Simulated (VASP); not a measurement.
# Ga2O3 (C2/m) in VASP: single point with LDA

Aim: the single point of Ga2O3 with LDA.

Everything below comes from runs of VASP 6.6.1. Logs are shortened: lines on timing, memory, paths and dates and some standing lists are left out, and cuts for length are marked.

## 1. The cell of the first run

The structure is monoclinic, space group C2/m (No. 12). Conventional cell: a = 11.665 Å, b = 3.190 Å, c = 5.751 Å, α = 90.00°, β = 103.60°, γ = 90.00°. Within 2.5 Å of Ga (site symmetry m) lie 6 O at 1.89 to 2.13 Å. Ga (site symmetry m) has 4 O at 1.82 to 1.85 Å within 2.4 Å. O (site symmetry m) has 3 Ga at 1.85 to 1.89 Å within 2.5 Å. Within 2.4 Å of O (site symmetry m) lie 4 Ga at 1.85 to 2.13 Å. O (site symmetry m) has 3 Ga at 1.82 to 1.97 Å within 2.4 Å.

## 2. Single point, LDA

Contents of INCAR:

```
ALGO = Normal
EDIFF = 1E-6
ENCUT = 520
ISIF = 2
ISMEAR = 0
ISYM = 0
LASPH = True
LCHARG = False
LREAL = False
LWAVE = False
NBANDS = 55
NELM = 100
PREC = Accurate
SIGMA = 0.02
```

Contents of KPOINTS:

```
k-points
0
Gamma
  8 2 12
```

Contents of POSCAR:

```
Ga2O3
1.0
    3.1904749623      0.0000000348      0.0000041669
    0.0000001544     14.1650175102     -0.2363643008
   -1.5952344380      5.3971532887      2.2114631863
Ga O
4 6
Direct
    0.0286869484      0.3119196951      0.0573705497
    0.9713130516      0.6880803049      0.9426294503
    0.1126563964      0.7981262016      0.2253112687
    0.8873436036      0.2018737984      0.7746887313
    0.2545030705      0.2524220645      0.5090072913
    0.7454969295      0.7475779355      0.4909927087
    0.2675190805      0.5607667146      0.5350411221
    0.7324809195      0.4392332854      0.4649588779
    0.2779095145      0.8863137560      0.5558211816
    0.7220904855      0.1136862440      0.4441788184
```

Potentials or basis: VASP PAW LDA potentials, release 64 (Ga_d, O).

Command:

```bash
$ cat potpaw_LDA.64/Ga_d/POTCAR potpaw_LDA.64/O/POTCAR > POTCAR
$ mpirun -np 1 vasp_std > vasp.out
```

OUTCAR:

```text
EDIFF = 1E-6
   ENCUT = 520
   ISIF = 2
   ISMEAR = 0
   ISYM = 0
   LASPH = True
   LREAL = False
   NELM = 100
   PREC = Accurate

 ion  position               nearest neighbor table
   1  0.029  0.312  0.057-   5 1.89   8 1.93  10 1.97  10 1.97   7 2.13   7 2.13
   2  0.971  0.688  0.943-   6 1.89   7 1.93   9 1.97   9 1.97   8 2.13   8 2.13
   3  0.113  0.798  0.225-  10 1.82   7 1.85   6 1.85   6 1.85
   4  0.887  0.202  0.775-   9 1.82   8 1.85   5 1.85   5 1.85
   5  0.255  0.252  0.509-   4 1.85   4 1.85   1 1.89
   6  0.745  0.748  0.491-   3 1.85   3 1.85   2 1.89
   7  0.268  0.561  0.535-   3 1.85   2 1.93   1 2.13   1 2.13
   8  0.732  0.439  0.465-   4 1.85   1 1.93   2 2.13   2 2.13
   9  0.278  0.886  0.556-   4 1.82   2 1.97   2 1.97
  10  0.722  0.114  0.444-   3 1.82   1 1.97   1 1.97

IMPORTANT INFORMATION: All symmetrisations will be switched off!
NOSYMM: (Re-)initialisation of all symmetry stuff for point group C_1.

----------------------------------------------------------------------------------------

                                     Primitive cell

  volume of cell :     104.0131

  direct lattice vectors                    reciprocal lattice vectors
     3.190474962  0.000000035  0.000004167     0.313432673  0.003625083  0.217246875
     0.000000154 14.165017510 -0.236364301     0.000000215  0.067833989 -0.165551068
    -1.595234438  5.397153289  2.211463186    -0.000000568  0.007250185  0.434494564

  length of vectors
     3.190474962 14.166989417  6.046867450     0.381378272  0.178909491  0.434555050

  position of ions in fractional coordinates (direct lattice)
     0.028686948  0.311919695  0.057370550
     0.971313052  0.688080305  0.942629450
     0.112656396  0.798126202  0.225311269
     0.887343604  0.201873798  0.774688731
     0.254503071  0.252422065  0.509007291
     0.745496929  0.747577935  0.490992709
     0.267519081  0.560766715  0.535041122
     0.732480919  0.439233285  0.464958878
     0.277909515  0.886313756  0.555821182
     0.722090485  0.113686244  0.444178818

  ion indices of the primitive-cell ions
   primitive index   ion index
                 1           1
                 2           2
                 3           3
                 4           4
                 5           5
                 6           6
                 7           7
                 8           8
                 9           9
                10          10

----------------------------------------------------------------------------------------

 KPOINTS: k-points

Automatic generation of k-mesh.
 Grid dimensions read from file:
 generate k-points for:    8    2   12

 Generating k-lattice:

  Cartesian coordinates                     Fractional coordinates (reciprocal lattice)
     0.039179084  0.000453135  0.027155859     0.125000000  0.000000000  0.000000000
     0.000000108  0.033916994 -0.082775534     0.000000000  0.500000000  0.000000000
    -0.000000047  0.000604182  0.036207880     0.000000000 -0.000000000  0.083333333

  Length of vectors
     0.047672284  0.089454746  0.036212921

  Shift w.r.t. Gamma in fractional coordinates (k-lattice)
     0.000000000  0.000000000  0.000000000

 -----------------------------------------------------------------------------
|                                                                             |
|           W    W    AA    RRRRR   N    N  II  N    N   GGGG   !!!           |
|           W    W   A  A   R    R  NN   N  II  NN   N  G    G  !!!           |
|           W    W  A    A  R    R  N N  N  II  N N  N  G       !!!           |
|           W WW W  AAAAAA  RRRRR   N  N N  II  N  N N  G  GGG   !            |
|           WW  WW  A    A  R   R   N   NN  II  N   NN  G    G                |
|           W    W  A    A  R    R  N    N  II  N    N   GGGG   !!!           |
|                                                                             |
|     Your reciprocal lattice and k-lattice belong to different lattice       |
|     classes:                                                                |
|                                                                             |
|        The reciprocal lattice is base-centered monoclinic,                  |
|        whereas your k-lattice is triclinic.                                 |
|                                                                             |
|     Results are often still useful ...                                      |
|                                                                             |
 -----------------------------------------------------------------------------

 WARNING: IBZKPT: internal override: KBLOWUP is changed to .FALSE.
      ... skipping the blow-up phase ...

 Subroutine IBZKPT returns following result:
 ===========================================

 Found    100 irreducible k-points:

 Following reciprocal coordinates:
            Coordinates               Weight
  0.000000  0.000000  0.000000      1.000000
  0.125000 -0.000000  0.000000      2.000000
  0.250000 -0.000000  0.000000      2.000000
  0.375000  0.000000 -0.000000      2.000000
  0.500000 -0.000000  0.000000      1.000000
  0.000000  0.500000 -0.000000      1.000000
[... 16 lines left out ...]
  0.500000  0.500000  0.083333      2.000000
 -0.375000  0.500000  0.083333      2.000000
 [... further k-points ...]
   k-points           NKPTS =    100   k-points in BZ     NKDIM =    100   number of bands    NBANDS=     55
   number of dos      NEDOS =    301   number of ions     NIONS =     10
   total plane-waves  NPLWV = 124416
   dimension x,y,z NGX =    24 NGY =  108 NGZ =   48
   dimension x,y,z NGXF=    48 NGYF=  216 NGZF=   96
   ions per type =               4   6
   NGX,Y,Z   is equivalent  to a cutoff of  12.51, 12.67, 13.20 a.u.
   NGXF,Y,Z  is equivalent  to a cutoff of  25.01, 25.35, 26.39 a.u.
 SYSTEM =  unknown system
   PREC   = accura    normal or accurate (medium, high low for compatibility)
   ISTART =      0    job   : 0-new  1-cont  2-samecut
   ICHARG =      2    charge: 1-file 2-atom 10-const
   ISPIN  =      1    spin polarized calculation?
   LNONCOLLINEAR =      F non collinear calculations
   LSORBIT =      F    spin-orbit coupling
   LASPH  =      T    aspherical Exc in radial PAW
   ENCUT  =  520.0 eV  38.22 Ry    6.18 a.u.   5.93 26.34 11.24*2*pi/ulx,y,z
   NELM   =    100;   NELMIN=  2; NELMDL= -5     # of ELM steps
   EDIFF  = 0.1E-05   stopping-criterion for ELM
   LREAL  =      F    real-space projection
   EDIFFG = 0.1E-04   stopping-criterion for IOM
   NSW    =      0    number of steps for IOM
   IBRION =     -1    ionic relax: 0-MD 1-quasi-New 2-CG
   NFREE  =      0    steps in history (QN), initial steepest desc. (CG)
   ISIF   =      2    stress and relaxation
   ISYM   =      0    0-nonsym 1-usesym 2-fastsym
   POTIM  = 0.5000    time-step for ionic-motion
   TEBEG  =    0.0;   TEEND  =   0.0 temperature during run
   PSTRESS=    0.0 pullay stress
   NELECT =      88.0000    total number of electrons
   NUPDOWN=      -1.0000    fix difference up-down
   EMIN   =  10.00;   EMAX   =-10.00  energy-range for DOS
   EFERMI =   0.00;   METHOD = LEGACY
   ISMEAR =     0;   SIGMA  =   0.02  broadening in eV -4-tet -1-fermi 0-gaus
   EFERMI_NEDOS =   21; number of points for ismear=-14 and -15
   IALGO  =     38    algorithm
   IMIX   =      4    mixing-type and parameters
     AMIX     =   0.40;   BMIX     =  1.00
     AMIX_MAG =   1.60;   BMIX_MAG =  1.00
  volume/ion in A,a.u.               =      10.40        70.19
  Fermi-wavevector in a.u.,A,eV,Ry     =   1.548364  2.925983 32.619023  2.397431
  Thomas-Fermi vector in A             =   2.653325
   LORBIT       =      0    0 simple, 1 ext, 2 COOP (PROOUT), +10 PAW based schemes
   GGA     = CA    functional components
   LHFCALC =     F    Hartree Fock is set to
   AEXX    =    0.0000 exact exchange contribution
   IVDW    =     0    specifies the selected vdW correction
   LEPSILON=     F    determine dielectric tensor
   LRPA    =     F    only Hartree local field effects (RPA)
 non-spin polarized calculation
 Gauss-broadening in eV      SIGMA  =   0.02
  energy-cutoff  :      520.00
  volume of cell :      104.01
 maximum number of plane-waves:      2824
   NGX = 11   NGY = 53   NGZ = 23

 number of electron      88.0000012 magnetization

 Free energy of the ion-electron system (eV)
  ---------------------------------------------------
  ext. energy  EPLUGINS =         0.00000000
  ---------------------------------------------------
  free energy    TOTEN  =       -67.97559213 eV

  energy without entropy =      -67.97559213  energy(sigma->0) =      -67.97559213

 E-fermi :   3.8949     XC(G=0): -12.2482

 val. band max:        3.7552626165   @ k =   0.0000   0.0000   0.0000
 cond. band min:       6.0228893069   @ k =   0.0000   0.0000   0.0000
 fundamental gap:      2.2676266904
 Fermi energy:         3.8949359905

 k-point     1 :       0.0000    0.0000    0.0000
  band No.  band energies     occupation
      1     -15.0975      2.00000
      2     -13.8836      2.00000
      3     -13.7742      2.00000
      4     -13.6098      2.00000
      5     -13.1280      2.00000
      6     -13.1259      2.00000
[... 47 lines left out ...]
     54      14.9572      0.00000
     55      16.1356      0.00000

 k-point     2 :       0.1250   -0.0000    0.0000
  band No.  band energies     occupation
      1     -14.9460      2.00000
      2     -13.9190      2.00000
      3     -13.7823      2.00000
      4     -13.5233      2.00000
      5     -13.1652      2.00000
      6     -13.0982      2.00000
[... 47 lines left out ...]
     54      14.5814      0.00000
     55      15.0297      0.00000
[... 1216 lines left out ...]
     54      14.7434      0.00000
     55      15.3943      0.00000

 k-point    24 :      -0.3750    0.5000    0.0833
  band No.  band energies     occupation
      1     -14.2176      2.00000
      2     -13.7500      2.00000
      3     -13.6087      2.00000
      4     -13.4804      2.00000
      5     -13.2320      2.00000
      6     -13.1496      2.00000
[... 47 lines left out ...]
     54      14.6229      0.00000
     55      15.1055      0.00000

 [... further k-points ...]

------------------------ aborting loop because EDIFF is reached ----------------------------------------

  FORCE on cell =-STRESS in cart. coord.  units (eV):
  Direction    XX          YY          ZZ          XY          YZ          ZX
  --------------------------------------------------------------------------------------
  -------------------------------------------------------------------------------------
  Total       -7.4058118      2.5829703      1.1309058      0.0002013      0.0283935      0.0002690
  in kB     -114.0762256     39.7870626     17.4200295      0.0031006      0.4373623      0.0041430
  external PRESSURE =     -18.9563778 kB  Pullay stress =       0.0000000 kB

 VOLUME and BASIS-vectors are now :
 -----------------------------------------------------------------------------
  energy-cutoff  :      520.00
  volume of cell :      104.01
      direct lattice vectors                 reciprocal lattice vectors
     3.190474962  0.000000035  0.000004167     0.313432673  0.003625083  0.217246875
     0.000000154 14.165017510 -0.236364301     0.000000215  0.067833989 -0.165551068
    -1.595234438  5.397153289  2.211463186    -0.000000568  0.007250185  0.434494564

 POSITION                                       TOTAL-FORCE (eV/Angst)
 -----------------------------------------------------------------------------------
      0.00001      4.72799      0.05315         0.000163      0.010454     -0.019821
      1.59524     14.83419      1.92196        -0.000155     -0.010444      0.019805
      0.00000     12.52151      0.30962         0.000128     -0.002242      0.014469
      1.59524      7.04066      1.66548        -0.000136      0.002242     -0.014471
     -0.00000      6.32275      1.06599        -0.000173     -0.005921     -0.015987
      1.59524     13.23942      0.90911         0.000173      0.005914      0.015983
     -0.00000     10.83097      1.05068         0.000188     -0.024497      0.072922
      1.59524      8.73120      0.92442        -0.000187      0.024500     -0.072878
     -0.00000     15.55450      1.01969        -0.000124      0.026153      0.065696
      1.59524      4.00767      0.95542         0.000124     -0.026158     -0.065717
 -----------------------------------------------------------------------------------
    total drift:                               -0.000006      0.000027      0.000022

  FREE ENERGIE OF THE ION-ELECTRON SYSTEM (eV)
  ---------------------------------------------------
  free  energy   TOTEN  =       -67.9755921335 eV

  energy  without entropy=      -67.9755921335  energy(sigma->0) =      -67.97559213
```

Wall time 29 min (1 thread of Intel Xeon 8259CL, shared host); peak memory 0.56 GiB.

Results:

```yaml
Free_energy: -67.9756 eV
Pressure: -1.9 GPa
Largest_force: 0.077 eV/Å
Band_gap_on_the_k_mesh: 2.27 eV
```

Forces in eV/Å, atoms in the order of the input:
```
Ga   0.000  0.010 -0.020
Ga   0.000 -0.010  0.020
Ga   0.000 -0.002  0.014
Ga   0.000  0.002 -0.014
O    0.000 -0.006 -0.016
O    0.000  0.006  0.016
O    0.000 -0.024  0.073
O    0.000  0.025 -0.073
O    0.000  0.026  0.066
O    0.000 -0.026 -0.066
```

Caveat: the stress differs along the axes, from -11 to 4 GPa.
